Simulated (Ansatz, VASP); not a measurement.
# HfH4O4: VASP beside Ansatz

```
CELL_PARAMETERS angstrom
13.50000 0.00000 0.00000
0.00000 13.76000 0.00000
0.00000 0.00000 12.85000
ATOMIC_POSITIONS crystal
Hf 0.46968 0.49997 0.52308
O 0.59890 0.49997 0.45657
O 0.45648 0.61550 0.60904
O 0.36727 0.49997 0.41628
O 0.45648 0.38445 0.60904
H 0.66630 0.49997 0.43179
H 0.44363 0.67291 0.64986
H 0.33333 0.49997 0.35019
H 0.44363 0.32703 0.64986
```

Alike in both runs: task single point; functional PBE; k mesh 1 × 1 × 1; occupations gaussian, width 0.01 eV; no spin polarisation.

```csv
,VASP,Ansatz
version,VASP 6.6.1,Ansatz 0.2.0
potentials or method,"VASP PAW PBE potentials, release 64 (Hf_pv, O, H), cutoff 520 eV","scalar-relativistic, plane waves, PAW"
valence electrons in the cell,38,54
```

Ansatz gave:

```
gap on the k mesh at the Fermi level (eV) : 5.77
rms of the force components (eV/Å)        : 0.142
```

**Question.** Estimate VASP's values.

**Answer.** gap on the k mesh at the Fermi level (eV): 5.78; rms of the force components (eV/Å): 0.201.

With one functional, cell and mesh, what is left measures potentials, basis and numerics. VASP's potentials hold 38 valence electrons a cell and Ansatz's 54, so a difference there can come from the potentials and not from the codes. Ansatz's warnings: structure snapped to symmetry.

Neither program's run includes spin-orbit coupling.
